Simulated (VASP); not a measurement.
The system is BaMg3S4.

```xyz
8
Lattice="5.6696 0.0000 0.0000 0.0000 5.6696 0.0000 0.0000 0.0000 5.6696" Properties=species:S:1:pos:R:3 pbc="T T T"
Mg    2.8348    0.0000    0.0000
Mg    0.0000    2.8348    0.0000
Mg    0.0000    0.0000    2.8348
S     0.0000    2.8348    2.8348
S     2.8348    0.0000    2.8348
S     2.8348    2.8348    0.0000
S     0.0000    0.0000    0.0000
Ba    2.8348    2.8348    2.8348
```

Base run:

* Program: VASP 6.6.1
* Functional: r2SCAN
* Potentials or basis: VASP PAW PBE potentials, release 64 (Mg, S, Ba_sv)
* Cutoff: 520 eV
* k mesh: 4 × 4 × 4
* Occupations: gaussian, width 0.01 eV
* Spin: no spin polarisation

Its results: band gap on the k mesh 1.76 eV; pressure 0.5 GPa.

Problem. The run is repeated on the same cell with these changes: functional from r2SCAN to PBE. What comes out?

Solution. Band gap on the k mesh 1.08 eV; pressure 1.1 GPa.

Caveats: spin-orbit coupling is left out, which moves the levels of the heavy elements; the PAW data sets were made with another functional, which shifts forces and pressure a little (at least some runs).

